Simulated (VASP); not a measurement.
# HfC in VASP: a series of runs

HfC is run at these levels: PBEsol, PBE; tasks: single point.

Program: VASP 6.6.1. These are calculated values, not measurements. Logs are shortened: lines on timing, memory, paths and dates and some standing lists are left out, and cuts for length are marked.

## Step 1: The cell of the first run

It takes space group I4/mmm (No. 139, tetragonal). Conventional cell: a = 3.321 Å, b = 3.321 Å, c = 4.557 Å, α = 90.00°, β = 90.00°, γ = 90.00°. Hf (site symmetry 4/mmm) has 6 C at 2.28 to 2.35 Å within 3.0 Å. C (site symmetry 4/mmm) has 6 Hf at 2.28 to 2.35 Å within 3.0 Å.

## Step 2: Single point, PBEsol

INCAR reads:

```
SYSTEM = HfC
PREC = Accurate
ENCUT = 520
EDIFF = 1E-7
ISMEAR = -1
SIGMA = 0.05
LREAL = .FALSE.
LASPH = .TRUE.
NELM = 100
ALGO = Normal
ISIF = 2
LWAVE = .FALSE.
LCHARG = .FALSE.
GGA = PS
NBANDS = 14
```

KPOINTS reads:

```
regular mesh
0
G
  10 10 10
  0 0 0
```

POSCAR reads:

```
HfC
1.0
    0.0000000000      2.3486046661      2.2785000000
    2.3486046661      0.0000000000      2.2785000000
    2.3486046661      2.3486046661      0.0000000000
Hf C
1 1
Direct
    0.5000000000      0.5000000000      0.5000000000
    0.0000000000      0.0000000000      0.0000000000
```

Potentials or basis: VASP PAW PBE potentials, release 64 (Hf_pv, C).

Launch:

```sh
$ cat potpaw_PBE.64/Hf_pv/POTCAR potpaw_PBE.64/C/POTCAR > POTCAR
$ mpirun -np 1 vasp_std > vasp.out
```

OUTCAR:

```text
SYSTEM = HfC
   PREC = Accurate
   ENCUT = 520
   EDIFF = 1E-7
   ISMEAR = -1
   LREAL = .FALSE.
   LASPH = .TRUE.
   NELM = 100
   ISIF = 2
   GGA = PS

 ion  position               nearest neighbor table
   1  0.500  0.500  0.500-   2 2.28   2 2.28   2 2.35   2 2.35   2 2.35   2 2.35
   2  0.000  0.000  0.000-   1 2.28   1 2.28   1 2.35   1 2.35   1 2.35   1 2.35

  LATTYP: Found a body centered tetragonal cell.
 ALAT       =     3.3214285715
 C/A-ratio  =     1.3720000000

  Lattice vectors:

 A1 = (   0.0000000000,  -2.3486046661,  -2.2785000000)
 A2 = (   0.0000000000,   2.3486046661,  -2.2785000000)
 A3 = (   2.3486046661,   0.0000000000,   2.2785000000)

Analysis of symmetry for initial positions (statically):
=====================================================================
 Subroutine PRICEL returns:
 Original cell was already a primitive cell.

 Routine SETGRP: Setting up the symmetry group for a
 body centered tetragonal supercell.

 Subroutine GETGRP returns: Found 16 space group operations
 (whereof 16 operations were pure point group operations)
 out of a pool of 16 trial point group operations.

The static configuration has the point symmetry D_4h.

Analysis of symmetry for dynamics (positions and initial velocities):
=====================================================================
 Subroutine PRICEL returns:
 Original cell was already a primitive cell.

 Routine SETGRP: Setting up the symmetry group for a
 body centered tetragonal supercell.

 Subroutine GETGRP returns: Found 16 space group operations
 (whereof 16 operations were pure point group operations)
 out of a pool of 16 trial point group operations.

The dynamic configuration has the point symmetry D_4h.

 Subroutine INISYM returns: Found 16 space group operations
 (whereof 16 operations are pure point group operations),
 and found     1 'primitive' translations

----------------------------------------------------------------------------------------

                                     Primitive cell

  volume of cell :      25.1362

  direct lattice vectors                    reciprocal lattice vectors
     0.000000000  2.348604666  2.278500000    -0.212892364  0.212892364  0.219442616
     2.348604666  0.000000000  2.278500000     0.212892364 -0.212892364  0.219442616
     2.348604666  2.348604666  0.000000000     0.212892364  0.212892364 -0.219442616

  length of vectors
     3.272232591  3.272232591  3.321428571     0.372560571  0.372560571  0.372560571

  position of ions in fractional coordinates (direct lattice)
     0.500000000  0.500000000  0.500000000
     0.000000000  0.000000000  0.000000000

  ion indices of the primitive-cell ions
   primitive index   ion index
                 1           1
                 2           2

----------------------------------------------------------------------------------------

 KPOINTS: regular mesh

Automatic generation of k-mesh.
 Grid dimensions read from file:
 generate k-points for:   10   10   10

 Generating k-lattice:

  Cartesian coordinates                     Fractional coordinates (reciprocal lattice)
    -0.021289236  0.021289236  0.021944262     0.100000000  0.000000000  0.000000000
     0.021289236 -0.021289236  0.021944262     0.000000000  0.100000000  0.000000000
     0.021289236  0.021289236 -0.021944262     0.000000000  0.000000000  0.100000000

  Length of vectors
     0.037256057  0.037256057  0.037256057

  Shift w.r.t. Gamma in fractional coordinates (k-lattice)
     0.000000000  0.000000000  0.000000000

 Subroutine IBZKPT returns following result:
 ===========================================

 Found    102 irreducible k-points:

 Following reciprocal coordinates:
            Coordinates               Weight
  0.000000  0.000000  0.000000      1.000000
  0.100000  0.000000  0.000000      8.000000
  0.200000  0.000000  0.000000      8.000000
  0.300000 -0.000000  0.000000      8.000000
  0.400000 -0.000000  0.000000      8.000000
  0.500000 -0.000000  0.000000      4.000000
[... 16 lines left out ...]
  0.300000  0.300000  0.000000      2.000000
  0.400000  0.300000  0.000000      8.000000
 [... further k-points ...]
   k-points           NKPTS =    102   k-points in BZ     NKDIM =    102   number of bands    NBANDS=     14
   number of dos      NEDOS =    301   number of ions     NIONS =      2
   total plane-waves  NPLWV =  16128
   dimension x,y,z NGX =    24 NGY =   24 NGZ =   28
   dimension x,y,z NGXF=    48 NGYF=   48 NGZF=   56
   ions per type =               1   1
   NGX,Y,Z   is equivalent  to a cutoff of  12.19, 12.19, 14.01 a.u.
   NGXF,Y,Z  is equivalent  to a cutoff of  24.39, 24.39, 28.03 a.u.
 SYSTEM =  HfC
   PREC   = accura    normal or accurate (medium, high low for compatibility)
   ISTART =      0    job   : 0-new  1-cont  2-samecut
   ICHARG =      2    charge: 1-file 2-atom 10-const
   ISPIN  =      1    spin polarized calculation?
   LNONCOLLINEAR =      F non collinear calculations
   LSORBIT =      F    spin-orbit coupling
   LASPH  =      T    aspherical Exc in radial PAW
   ENCUT  =  520.0 eV  38.22 Ry    6.18 a.u.   6.08  6.08  6.18*2*pi/ulx,y,z
   NELM   =    100;   NELMIN=  2; NELMDL= -5     # of ELM steps
   EDIFF  = 0.1E-06   stopping-criterion for ELM
   LREAL  =      F    real-space projection
   EDIFFG = 0.1E-05   stopping-criterion for IOM
   NSW    =      0    number of steps for IOM
   IBRION =     -1    ionic relax: 0-MD 1-quasi-New 2-CG
   NFREE  =      0    steps in history (QN), initial steepest desc. (CG)
   ISIF   =      2    stress and relaxation
   ISYM   =      2    0-nonsym 1-usesym 2-fastsym
   POTIM  = 0.5000    time-step for ionic-motion
   TEBEG  =    0.0;   TEEND  =   0.0 temperature during run
   PSTRESS=    0.0 pullay stress
   NELECT =      14.0000    total number of electrons
   NUPDOWN=      -1.0000    fix difference up-down
   EMIN   =  10.00;   EMAX   =-10.00  energy-range for DOS
   EFERMI =   0.00;   METHOD = LEGACY
   ISMEAR =    -1;   SIGMA  =   0.05  broadening in eV -4-tet -1-fermi 0-gaus
   EFERMI_NEDOS =   21; number of points for ismear=-14 and -15
   IALGO  =     38    algorithm
   IMIX   =      4    mixing-type and parameters
     AMIX     =   0.40;   BMIX     =  1.00
     AMIX_MAG =   1.60;   BMIX_MAG =  1.00
  volume/ion in A,a.u.               =      12.57        84.81
  Fermi-wavevector in a.u.,A,eV,Ry     =   1.346949  2.545365 24.684672  1.814272
  Thomas-Fermi vector in A             =   2.474740
   LORBIT       =      0    0 simple, 1 ext, 2 COOP (PROOUT), +10 PAW based schemes
   GGA     = PS    functional components
   LHFCALC =     F    Hartree Fock is set to
   AEXX    =    0.0000 exact exchange contribution
   IVDW    =     0    specifies the selected vdW correction
   LEPSILON=     F    determine dielectric tensor
   LRPA    =     F    only Hartree local field effects (RPA)
 non-spin polarized calculation
  energy-cutoff  :      520.00
  volume of cell :       25.14
 maximum number of plane-waves:       690
   NGX = 13   NGY = 13   NGZ = 13

 number of electron      14.0000000 magnetization

 Free energy of the ion-electron system (eV)
  ---------------------------------------------------
  ext. energy  EPLUGINS =         0.00000000
  ---------------------------------------------------
  free energy    TOTEN  =       -22.15898722 eV

  energy without entropy =      -22.15611815  energy(sigma->0) =      -22.15755268

 E-fermi :   5.8139     XC(G=0): -12.4190

 val. band max:        5.8111074120   @ k =   0.2000   0.2000   0.0000
 cond. band min:       5.8549922299   @ k =   0.5000   0.0000   0.5000
 fundamental gap:      0.0438848178
 Fermi energy:         5.8139048330

 k-point     1 :       0.0000    0.0000    0.0000
  band No.  band energies     occupation
      1     -23.7023      2.00000
      2     -23.7023      2.00000
      3     -23.6698      2.00000
      4      -6.4849      2.00000
      5       6.7798      0.00000
      6       6.7798      0.00000
      7       6.9398      0.00000
      8       7.0496      0.00000
      9       7.0496      0.00000
     10       7.3702      0.00000
     11       8.9689      0.00000
     12       9.2770      0.00000
     13      12.7491      0.00000
     14      16.7608      0.00000

 k-point     2 :       0.1000    0.0000    0.0000
  band No.  band energies     occupation
      1     -23.7635      2.00000
      2     -23.7106      2.00000
      3     -23.6837      2.00000
      4      -6.2327      2.00000
      5       5.4227      1.99920
      6       5.7455      1.59408
      7       5.9041      0.28255
      8       7.5047      0.00000
      9       7.6301      0.00000
     10       7.9638      0.00000
     11      10.0744      0.00000
     12      10.3999      0.00000
     13      13.3051      0.00000
     14      17.4580      0.00000

 k-point     3 :       0.2000    0.0000    0.0000
  band No.  band energies     occupation
      1     -23.9394      2.00000
      2     -23.7322      2.00000
      3     -23.6993      2.00000
      4      -5.5268      2.00000
      5       3.6450      2.00000
      6       4.5143      2.00000
      7       4.6429      2.00000
      8       8.2792      0.00000
      9       8.3473      0.00000
     10       8.4840      0.00000
     11      12.0434      0.00000
     12      12.4027      0.00000
     13      14.4801      0.00000
     14      19.0866      0.00000

 k-point     4 :       0.3000   -0.0000    0.0000
  band No.  band energies     occupation
      1     -24.1503      2.00000
      2     -23.7586      2.00000
      3     -23.7162      2.00000
      4      -4.5016      2.00000
      5       1.9224      2.00000
      6       3.5652      2.00000
      7       3.6569      2.00000
      8       9.1521      0.00000
      9       9.3817      0.00000
     10       9.4098      0.00000
     11      14.1203      0.00000
     12      14.3775      0.00000
     13      15.2679      0.00000
     14      19.5269      0.00000

 k-point     5 :       0.4000   -0.0000    0.0000
  band No.  band energies     occupation
      1     -24.3147      2.00000
      2     -23.7799      2.00000
      3     -23.7296      2.00000
      4      -3.3634      2.00000
      5       0.4255      2.00000
      6       2.9786      2.00000
      7       3.0445      2.00000
      8      10.2495      0.00000
      9      10.4815      0.00000
     10      10.6271      0.00000
     11      13.8579      0.00000
[... 276 lines left out ...]
 k-point    22 :      -0.2000    0.2000    0.0000
  band No.  band energies     occupation
      1     -24.0982      2.00000
      2     -23.8560      2.00000
      3     -23.7533      2.00000
      4      -4.4089      2.00000
      5       1.8357      2.00000
      6       3.4405      2.00000
      7       3.8874      2.00000
      8       8.6090      0.00000
      9       9.7149      0.00000
     10      10.9604      0.00000
     11      12.1896      0.00000
     12      15.1656      0.00000
     13      15.7207      0.00000
     14      19.5238      0.00000

 k-point    23 :       0.3000    0.3000    0.0000
  band No.  band energies     occupation
      1     -24.0901      2.00000
      2     -23.8710      2.00000
      3     -23.8710      2.00000
      4      -4.5100      2.00000
      5       1.9768      2.00000
      6       4.8204      2.00000
      7       5.2205      1.99999
      8       5.2205      1.99999
      9      10.2590      0.00000
     10      12.0134      0.00000
     11      12.0134      0.00000
     12      12.8634      0.00000
     13      18.7332      0.00000
     14      19.5454      0.00000

 k-point    24 :       0.4000    0.3000    0.0000
  band No.  band energies     occupation
      1     -24.1799      2.00000
      2     -23.9111      2.00000
      3     -23.8990      2.00000
      4      -4.2731      2.00000
      5       2.1087      2.00000
      6       3.9324      2.00000
      7       4.9663      2.00000
      8       5.8866      0.37866
      9      11.0987      0.00000
     10      12.3212      0.00000
     11      12.4383      0.00000
     12      13.8079      0.00000
     13      17.8456      0.00000
     14      18.6893      0.00000

 [... further k-points ...]
[... 5 lines left out ...]
  --------------------------------------------------------------------------------------
  -------------------------------------------------------------------------------------
  Total       -1.6698264     -1.6698264      0.2608376      0.0000000     -0.0000000      0.0000000
  in kB     -106.4346528   -106.4346528     16.6257763      0.0000000     -0.0000000      0.0000000
  external PRESSURE =     -65.4145098 kB  Pullay stress =       0.0000000 kB

 VOLUME and BASIS-vectors are now :
 -----------------------------------------------------------------------------
  energy-cutoff  :      520.00
  volume of cell :       25.14
      direct lattice vectors                 reciprocal lattice vectors
     0.000000000  2.348604666  2.278500000    -0.212892364  0.212892364  0.219442616
     2.348604666  0.000000000  2.278500000     0.212892364 -0.212892364  0.219442616
     2.348604666  2.348604666  0.000000000     0.212892364  0.212892364 -0.219442616

 POSITION                                       TOTAL-FORCE (eV/Angst)
 -----------------------------------------------------------------------------------
      2.34860      2.34860      2.27850        -0.000000     -0.000000      0.000000
      0.00000      0.00000      0.00000         0.000000      0.000000      0.000000
 -----------------------------------------------------------------------------------
    total drift:                                0.000000     -0.000000      0.000000

  FREE ENERGIE OF THE ION-ELECTRON SYSTEM (eV)
  ---------------------------------------------------
  free  energy   TOTEN  =       -22.1589872162 eV

  energy  without entropy=      -22.1561181480  energy(sigma->0) =      -22.15755268
```

Run time: 12 s. Hardware: 1 thread of Intel Xeon 6975P-C (Granite Rapids), shared host; peak memory 0.17 GiB.

Results:

```
Free energy            : -22.1590 eV
Pressure               : -6.5 GPa
Band gap on the k mesh : zero (band 7 reaches 6.94 eV, above the bottom of band 8 at 5.22 eV)
```

Caveat: the PAW data sets were made with another functional, which shifts forces and pressure a little; spin-orbit coupling is left out, which moves the levels of the heavy elements.

## Step 3: Single point, PBE

INCAR reads:

```
SYSTEM = HfC
ALGO = Normal ; EDIFF = 1E-6
ENCUT = 520 ; GGA = PE
ISIF = 2 ; ISMEAR = -1
LASPH = .True. ; LCHARG = .False.
LREAL = .False. ; LWAVE = .False.
NBANDS = 14 ; NELM = 100
PREC = Accurate ; SIGMA = 0.05
```

KPOINTS reads:

```
k-points
0
Gamma
  7 7 7
  0 0 0
```

POSCAR reads:

```
HfC
1.0
    0.0000000000      2.3250000000      2.3250000000
    2.3250000000      0.0000000000      2.3250000000
    2.3250000000      2.3250000000      0.0000000000
Hf C
1 1
Direct
    0.5000000000      0.5000000000      0.5000000000
    0.0000000000      0.0000000000      0.0000000000
```

Potentials or basis: VASP PAW PBE potentials, release 64 (Hf_pv, C).

Launch:

```sh
$ cat potpaw_PBE.64/Hf_pv/POTCAR potpaw_PBE.64/C/POTCAR > POTCAR
$ mpirun -np 1 vasp_std > vasp.out
```

Wall time 7.5 s (1 thread of Intel Xeon Platinum 8259CL at 2.50GHz (Skylake/Cascade Lake), shared host); peak memory 0.14 GiB.

It converged, with:

- Free energy: -21.0398 eV
- Pressure: -0.4 GPa
- Band gap on the k mesh: zero (band 7 reaches 6.96 eV, above the bottom of band 8 at 5.54 eV)

Levels at points of the mesh, in eV from the Fermi level:
```tsv
k point	band 5	band 6	band 7	band 8	band 9	band 10
(0.00, 0.00, 0.00)	1.12	1.12	1.12	1.50	1.50	1.50
```

Caveat: spin-orbit coupling is left out, which moves the levels of the heavy elements.

## Step 4: Single point, PBE

INCAR reads:

```
PREC = Accurate ; ENCUT = 520
EDIFF = 1E-6 ; ISMEAR = -1
SIGMA = 0.05 ; LREAL = F
LASPH = T ; NELM = 60
ALGO = Normal ; ISIF = 2
LWAVE = F ; LCHARG = F
GGA = PE ; NBANDS = 14
```

KPOINTS reads:

```
Automatic mesh
0
Gamma
  7 7 7
```

POSCAR reads:

```
HfC
1.0
    0.0000000000      2.3260975324      2.3260975324
    2.3260975324      0.0000000000      2.3260975324
    2.3260975324      2.3260975324      0.0000000000
Hf C
1 1
Direct
    0.5000000000      0.5000000000      0.5000000000
    0.0000000000      0.0000000000      0.0000000000
```

Launch:

```sh
$ cat potpaw_PBE.64/Hf_pv/POTCAR potpaw_PBE.64/C/POTCAR > POTCAR
$ mpirun -np 1 vasp_std > vasp.out
```

Wall time 9 s (1 thread of Intel Xeon Platinum 8259CL at 2.50GHz (Skylake/Cascade Lake), shared host); peak memory 0.14 GiB.

The run converged. Its results:

```yaml
Free_energy: -21.0397 eV
Pressure: -0.7 GPa
Band_gap_on_the_k_mesh: zero (band 7 reaches 6.95 eV, above the bottom of band 8 at 5.53 eV)
```

Levels at points of the mesh, in eV from the Fermi level:
```csv
k point,band 4,band 5,band 6,band 7,band 8,band 9,band 10,band 11
"(0.00, 0.00, 0.00)",-12.19,1.12,1.12,1.12,1.50,1.50,1.50,3.50
```

Caveat: spin-orbit coupling is left out, which moves the levels of the heavy elements.

## Step 5: Summary

```csv
level,cell,k mesh,gap on the mesh (eV),pressure (GPa)
PBEsol,"a = 3.272, b = 3.272, c = 3.321 Å, angles 59.5, 59.5, 61.0°, 2 atoms",10 × 10 × 10,none,-6.5
PBE,"a = 3.288 Å, angles 60.0°, 2 atoms",7 × 7 × 7,none,-0.4
PBE,"a = 3.290 Å, angles 60.0°, 2 atoms",7 × 7 × 7,none,-0.7
```

Alike in all rows: task single point; potentials or basis VASP PAW PBE potentials, release 64 (Hf_pv, C); no spin polarisation; cutoff (eV) 520; smearing fermi-dirac 0.05 eV.

Caveats: spin-orbit coupling is left out, which moves the levels of the heavy elements; the PAW data sets were made with another functional, which shifts forces and pressure a little (some runs).

Absolute energies hang on the potentials; compare differences alone.
